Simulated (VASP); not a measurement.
# Al: single point with PBEsol

Al:

```xyz
1
Lattice="-1.6708 1.6708 1.6310 1.6708 -1.6708 1.6310 1.6708 1.6708 -1.6310" Properties=species:S:1:pos:R:3 pbc="T T T"
Al    0.0000    0.0000    0.0000
```

This cell differs from its parent crystal: strain +0.050 along x and y, +0.025 along z.

```
Program                : VASP 6.6.1
Task                   : single point
Functional             : PBEsol
Potentials or basis    : VASP PAW PBE potentials, release 64 (Al)
Cutoff                 : 520 eV
k mesh                 : 20 × 20 × 20
Occupations            : gaussian, width 0.15 eV
Spin                   : no spin polarisation
Dipole correction      : no
Further INCAR settings : ALGO = Fast; EDIFF = 1e-06; NBANDS = 8
```

The pressure is -5.6 GPa.

Stress tensor (GPa, compression positive):
```
-5.41  0.00  0.00
 0.00 -5.41  0.00
 0.00  0.00 -5.84
```

Levels at points of the mesh, in eV from the Fermi level:
```tsv
k point	band 1	band 2	band 3	band 4	band 5
(0.00, 0.00, 0.00)	-10.44	12.34	12.87	12.87	13.23
(0.50, 0.00, 0.00)	-3.90	-3.66	7.32	7.90	9.13
(0.50, 0.50, 0.00)	-4.00	-3.88	7.74	8.37	9.68
(0.50, 0.50, 0.50)	1.53	1.53	2.15	3.01	3.17
```

Run time: 33 s on 1 thread of Intel(R) Xeon(R) 6975P-C (Granite Rapids) (shared host), peak memory 0.2 GiB.

Caveat: the cell differs from its parent crystal (strain +0.050 along x and y, +0.025 along z); the PAW data sets were made with another functional, which shifts forces and pressure a little.
